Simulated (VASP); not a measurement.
Runs of VASP 6.6.1 on Ca3SbP. The structure is that of space group Pm-3m (No. 221), or close to it. The cells are those of the table. 

```csv
cell,gap on the mesh (eV),pressure (GPa)
"a = 5.295 Å, 5 atoms",0.52,-0.9
"a = 5.208 Å, 5 atoms",0.44,(b)
"a = 5.339 Å, 5 atoms",0.55,-1.9
"a = 5.383 Å, 5 atoms",0.52,-2.7
"a = 5.164 Å, 5 atoms",(a),2.7
```

Alike in all rows: task single point; level LDA; potentials or basis VASP PAW LDA potentials, release 64 (Ca_sv, Sb, P); no spin polarisation; k mesh 6 × 6 × 6; cutoff (eV) 520; smearing gaussian 0.05 eV.

Q: Fill in the values left out.

A: (a) 0.43; (b) 1.4.

Caveats: spin-orbit coupling is left out, which moves the levels of the heavy elements.

A k mesh can miss the band edges, and the runs leave out spin-orbit coupling on Sb.
